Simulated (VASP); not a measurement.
# Pb (Im-3m) in VASP: a series of runs

Runs on Pb. Level: PBE. Tasks: single point, relaxation of cell and atoms.

Program: VASP 6.6.1. These are calculated values, not measurements. Logs are shortened: lines on timing, memory, paths and dates and some standing lists are left out, and cuts for length are marked.

### Step 1. The cell of the first run

It takes space group Im-3m (No. 229, cubic). Conventional cell: a = 4.018 Å, b = 4.018 Å, c = 4.018 Å, α = 90.00°, β = 90.00°, γ = 90.00°. Within 4.6 Å of Pb (site symmetry m-3m) lie 14 Pb at 3.48 to 4.02 Å.

This isn't the form of Pb at room conditions, which is fcc.

### Step 2. Single point, PBE

INCAR reads:

```
ALGO = Normal ; EDIFF = 1E-7
ENCUT = 520 ; GGA = PE
ISIF = 2 ; ISMEAR = -1
LASPH = True ; LCHARG = True
LELF = True ; LREAL = False
LVHAR = True ; LWAVE = False
NBANDS = 13 ; NELM = 100
PREC = Accurate ; SIGMA = 0.05
```

KPOINTS reads:

```
k-points
0
Gamma
  15 15 15
```

POSCAR reads:

```
Pb
1.0
   -2.0091928710      2.0091928710      2.0091928710
    2.0091928710     -2.0091928710      2.0091928710
    2.0091928710      2.0091928710     -2.0091928710
Pb
1
Direct
    0.0000000000      0.0000000000      0.0000000000
```

Potentials or basis: VASP PAW PBE potentials, release 64 (Pb_d).

Launch:

```console
$ cat potpaw_PBE.64/Pb_d/POTCAR > POTCAR
$ mpirun -np 1 vasp_std > vasp.out
```

OUTCAR:

```text
EDIFF = 1E-7
   ENCUT = 520
   GGA = PE
   ISIF = 2
   ISMEAR = -1
   LASPH = True
   LREAL = False
   NELM = 100
   PREC = Accurate

 ion  position               nearest neighbor table
   1  0.000  0.000  0.000-

  LATTYP: Found a body centered cubic cell.
 ALAT       =     4.0183857420

  Lattice vectors:

 A1 = (  -2.0091928710,   2.0091928710,   2.0091928710)
 A2 = (   2.0091928710,  -2.0091928710,   2.0091928710)
 A3 = (   2.0091928710,   2.0091928710,  -2.0091928710)

Analysis of symmetry for initial positions (statically):
=====================================================================
 Subroutine PRICEL returns:
 Original cell was already a primitive cell.

 Routine SETGRP: Setting up the symmetry group for a
 body centered cubic supercell.

 Subroutine GETGRP returns: Found 48 space group operations
 (whereof 48 operations were pure point group operations)
 out of a pool of 48 trial point group operations.

The static configuration has the point symmetry O_h .

Analysis of symmetry for dynamics (positions and initial velocities):
=====================================================================
 Subroutine PRICEL returns:
 Original cell was already a primitive cell.

 Routine SETGRP: Setting up the symmetry group for a
 body centered cubic supercell.

 Subroutine GETGRP returns: Found 48 space group operations
 (whereof 48 operations were pure point group operations)
 out of a pool of 48 trial point group operations.

The dynamic configuration has the point symmetry O_h .

 Subroutine INISYM returns: Found 48 space group operations
 (whereof 48 operations are pure point group operations),
 and found     1 'primitive' translations

----------------------------------------------------------------------------------------

                                     Primitive cell

  volume of cell :      32.4433

  direct lattice vectors                    reciprocal lattice vectors
    -2.009192871  2.009192871  2.009192871     0.000000000  0.248856149  0.248856149
     2.009192871 -2.009192871  2.009192871     0.248856149  0.000000000  0.248856149
     2.009192871  2.009192871 -2.009192871     0.248856149  0.248856149  0.000000000

  length of vectors
     3.480024135  3.480024135  3.480024135     0.351935741  0.351935741  0.351935741

  position of ions in fractional coordinates (direct lattice)
     0.000000000  0.000000000  0.000000000

  ion indices of the primitive-cell ions
   primitive index   ion index
[... 74 lines left out ...]
   LREAL  =      F    real-space projection
   EDIFFG = 0.1E-05   stopping-criterion for IOM
   NSW    =      0    number of steps for IOM
   IBRION =     -1    ionic relax: 0-MD 1-quasi-New 2-CG
   NFREE  =      0    steps in history (QN), initial steepest desc. (CG)
   ISIF   =      2    stress and relaxation
   ISYM   =      2    0-nonsym 1-usesym 2-fastsym
   POTIM  = 0.5000    time-step for ionic-motion
   TEBEG  =    0.0;   TEEND  =   0.0 temperature during run
   PSTRESS=    0.0 pullay stress
   NELECT =      14.0000    total number of electrons
   NUPDOWN=      -1.0000    fix difference up-down
   EMIN   =  10.00;   EMAX   =-10.00  energy-range for DOS
   EFERMI =   0.00;   METHOD = LEGACY
   ISMEAR =    -1;   SIGMA  =   0.05  broadening in eV -4-tet -1-fermi 0-gaus
   EFERMI_NEDOS =   21; number of points for ismear=-14 and -15
   IALGO  =     38    algorithm
   IMIX   =      4    mixing-type and parameters
     AMIX     =   0.40;   BMIX     =  1.00
     AMIX_MAG =   1.60;   BMIX_MAG =  1.00
  volume/ion in A,a.u.               =      32.44       218.94
  Fermi-wavevector in a.u.,A,eV,Ry     =   1.237113  2.337804 20.823002  1.530447
  Thomas-Fermi vector in A             =   2.371693
   LORBIT       =      0    0 simple, 1 ext, 2 COOP (PROOUT), +10 PAW based schemes
   GGA     = PE    functional components
   LHFCALC =     F    Hartree Fock is set to
   AEXX    =    0.0000 exact exchange contribution
   IVDW    =     0    specifies the selected vdW correction
   LEPSILON=     F    determine dielectric tensor
   LRPA    =     F    only Hartree local field effects (RPA)
 non-spin polarized calculation
  energy-cutoff  :      520.00
  volume of cell :       32.44
 maximum number of plane-waves:       911
 NGX is ok and might be reduce to    28
   NGX = 13   NGY = 13   NGZ = 13

 number of electron      13.9999997 magnetization

 Free energy of the ion-electron system (eV)
  ---------------------------------------------------
  ext. energy  EPLUGINS =         0.00000000
  ---------------------------------------------------
  free energy    TOTEN  =        -3.52181361 eV

  energy without entropy =       -3.51607928  energy(sigma->0) =       -3.51894644

 E-fermi :   6.5196     XC(G=0):  -9.8679

 val. band max:        6.5074560710   @ k =  -0.4667   0.4667   0.4000
 cond. band min:       6.5297867146   @ k =  -0.4667  -0.4667   0.2667
 fundamental gap:      0.0223306436
 Fermi energy:         6.5195934964

 k-point     1 :       0.0000    0.0000    0.0000
  band No.  band energies     occupation
      1     -10.5308      2.00000
      2     -10.5308      2.00000
      3     -10.5308      2.00000
      4     -10.3327      2.00000
      5     -10.3327      2.00000
      6      -4.7698      2.00000
      7      13.6080      0.00000
      8      13.6080      0.00000
      9      13.6080      0.00000
     10      17.4097      0.00000
     11      17.5522      0.00000
     12      17.5522      0.00000
     13      17.5522      0.00000
[... 354 lines left out ...]
  band No.  band energies     occupation
      1     -10.5652      2.00000
      2     -10.4698      2.00000
      3     -10.3633      2.00000
      4     -10.3439      2.00000
      5     -10.2603      2.00000
      6      -0.9957      2.00000
      7       3.4957      2.00000
      8       6.8095      0.00605
      9      10.5934      0.00000
     10      15.5523      0.00000
     11      18.4866      0.00000
     12      19.2848      0.00000
     13      19.3292      0.00000

 [... further k-points ...]
[... 5 lines left out ...]
  --------------------------------------------------------------------------------------
  -------------------------------------------------------------------------------------
  Total       -0.1130199     -0.1130199     -0.1130199      0.0000000      0.0000000      0.0000000
  in kB       -5.5813693     -5.5813693     -5.5813693      0.0000000      0.0000000      0.0000000
  external PRESSURE =      -5.5813693 kB  Pullay stress =       0.0000000 kB

 VOLUME and BASIS-vectors are now :
 -----------------------------------------------------------------------------
  energy-cutoff  :      520.00
  volume of cell :       32.44
      direct lattice vectors                 reciprocal lattice vectors
    -2.009192871  2.009192871  2.009192871     0.000000000  0.248856149  0.248856149
     2.009192871 -2.009192871  2.009192871     0.248856149  0.000000000  0.248856149
     2.009192871  2.009192871 -2.009192871     0.248856149  0.248856149  0.000000000

 POSITION                                       TOTAL-FORCE (eV/Angst)
 -----------------------------------------------------------------------------------
      0.00000      0.00000      0.00000         0.000000      0.000000      0.000000
 -----------------------------------------------------------------------------------
    total drift:                               -0.000000     -0.000000     -0.000000

  FREE ENERGIE OF THE ION-ELECTRON SYSTEM (eV)
  ---------------------------------------------------
  free  energy   TOTEN  =        -3.5218136068 eV

  energy  without entropy=       -3.5160792807  energy(sigma->0) =       -3.51894644
```

Run time: 46 s. Hardware: 1 thread of Intel Xeon Platinum 8375C at 2.90GHz (Ice Lake), shared host; peak memory 0.18 GiB.

Results:

```
Free energy            : -3.5218 eV
Pressure               : -0.6 GPa
Band gap on the k mesh : zero (bands 7 and 8 overlap by 8.94 eV)
```

Caveat: spin-orbit coupling is left out, which moves the levels of the heavy elements.

### Step 3. Relaxation of cell and atoms, PBE

This run uses another cell than the first one, of 32.00 Å³/atom.

INCAR reads:

```
SYSTEM = Pb
PREC     = Accurate       ! precision mode
ENCUT    = 600            ! plane-wave cutoff, eV
EDIFF    = 1E-7           ! SCF threshold, eV
ISMEAR   = -1             ! smearing method
SIGMA    = 0.05           ! smearing width, eV
LREAL    = .FALSE.        ! projectors in reciprocal space
LASPH    = .TRUE.         ! aspherical terms in the spheres
NELM     = 100            ! most SCF steps
ALGO     = Normal         ! electronic algorithm
ISIF     = 3              ! what is computed and relaxed
LWAVE    = .FALSE.        ! write WAVECAR
LCHARG   = .FALSE.        ! write CHGCAR
GGA      = PE             ! functional
IBRION   = 2              ! ionic algorithm
NSW      = 45             ! ionic steps
EDIFFG   = -0.005         ! ionic threshold
```

KPOINTS reads:

```
Automatic mesh
0
G
  15 15 15
  0 0 0
```

POSCAR reads:

```
Pb
1.0
   -2.0000535952      2.0000535952      2.0000535952
    2.0000535952     -2.0000535952      2.0000535952
    2.0000535952      2.0000535952     -2.0000535952
Pb
1
Direct
    0.0000000000      0.0000000000      0.0000000000
```

Potentials or basis: VASP PAW PBE potentials, release 64 (Pb_d).

Launch:

```console
$ cat potpaw_PBE.64/Pb_d/POTCAR > POTCAR
$ mpirun -np 1 vasp_std > vasp.out
```

Wall time 34 s (1 thread of Intel Xeon Platinum 8375C at 2.90GHz (Ice Lake), shared host); peak memory 0.19 GiB.

Results (log left out):

```
Free energy             : -3.5225 eV
Pressure after relaxing : 0.0 GPa
Band gap on the k mesh  : zero (bands 7 and 8 overlap by 9.09 eV)
```

Final structure:
```
Pb
1.0
    -2.00005    2.00005    2.00005
     2.00005   -2.00005    2.00005
     2.00005    2.00005   -2.00005
Pb
1
Direct
  0.00000 0.00000 0.00000
```

Levels at points of the mesh, in eV from the Fermi level:
| k point | band 3 | band 4 | band 5 | band 6 | band 7 | band 8 | band 9 | band 10 | band 11 |
| --- | --- | --- | --- | --- | --- | --- | --- | --- | --- |
| (0.00, 0.00, 0.00) | -17.06 | -16.85 | -16.85 | -11.37 | 7.21 | 7.21 | 7.21 | 11.06 | 11.09 |

Caveat: the relaxation stopped at its first step, so nothing moved; spin-orbit coupling is left out, which moves the levels of the heavy elements.
